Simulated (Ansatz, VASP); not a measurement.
Two plane-wave programs on MgO

The input POSCAR:

```
MgO
1.0
    0.0561362781      2.0952386711      2.0952386711
    2.0952386711      0.0561362781      2.0952386711
    2.0952386711      2.0952386711      0.0561362781
Mg O
1 1
Direct
    0.0000000000      0.0000000000      0.0000000000
    0.5000000000      0.5000000000      0.5000000000
```

INCAR.step1

```
ALGO = Normal
EDIFF = 1E-4
ENCUT = 520
GGA = PE
ISMEAR = 0
LASPH = True
LCHARG = False
LREAL = False
LWAVE = True
NBANDS = 11
NELM = 80
PREC = Accurate
SIGMA = 0.01
```

File INCAR.step2:

```
ALGO = Normal
EDIFF = 1E-7
ENCUT = 520
ISIF = 2
ISMEAR = 0
ISTART = 1
LASPH = True
LCHARG = True
LELF = True
LMIXTAU = True
LREAL = False
LVHAR = True
LWAVE = False
METAGGA = R2SCAN
NBANDS = 11
NELM = 80
PREC = Accurate
SIGMA = 0.01
```

File KPOINTS:

```
k-points
0
Gamma
  10 10 10
```

Input for Ansatz:

```yaml
crystal:
  lattice:
    - [0.0561362781, 2.0952386711, 2.0952386711]
    - [2.0952386711, 0.0561362781, 2.0952386711]
    - [2.0952386711, 2.0952386711, 0.0561362781]
  atoms:
    - { symbol: Mg, position: [0.0, 0.0, 0.0] }
    - { symbol: O, position: [0.5, 0.5, 0.5] }
kpoints:
  mp_grid: { grid: [10, 10, 10] }
  band_path:
    path:
      - [0.0, 0.0, 0.0]
      - [0.5, 0.0, 0.5]
      - [0.625, 0.25, 0.625]
      - [0.375, 0.375, 0.75]
      - [0.5, 0.5, 0.5]
      - [0.5, 0.25, 0.75]
    npoints: 1
hamiltonian:
  xc: r2scan
scf:
  occupations: { method: fixed }
  n_extra_bands: 4
output:
  forces: true
  stress: true
  eigenvalues: true
```

Change from the starting cell: epitaxial_111 strain -3.0%.

Alike in both runs: task single point; functional r2SCAN; k mesh 10 × 10 × 10; no spin polarisation.

```csv
,VASP,Ansatz
version,VASP 6.6.1,Ansatz 0.2.0
potentials or method,"VASP PAW PBE potentials, release 64 (Mg, O)","plane waves, PAW"
plane-wave cutoff (eV),520,500
occupations,"gaussian, width 0.01 eV",fixed
valence electrons in the cell,8,16
```

|  | VASP | Ansatz | Ansatz less VASP |
| --- | --- | --- | --- |
| gap on the k mesh at the Fermi level (eV) | 6.05 | 6.07 | +0.025 |
| pressure (GPa) | 8.3 | 9.5 | +1.17 |
| traceless stress, the component that is largest in VASP (GPa) | -4.76 | -4.73 | +0.031 |

VASP's potentials were made for PBE, not for r2SCAN. VASP's potentials hold 8 valence electrons a cell and Ansatz's 16, so a difference there can come from the potentials and not from the codes.
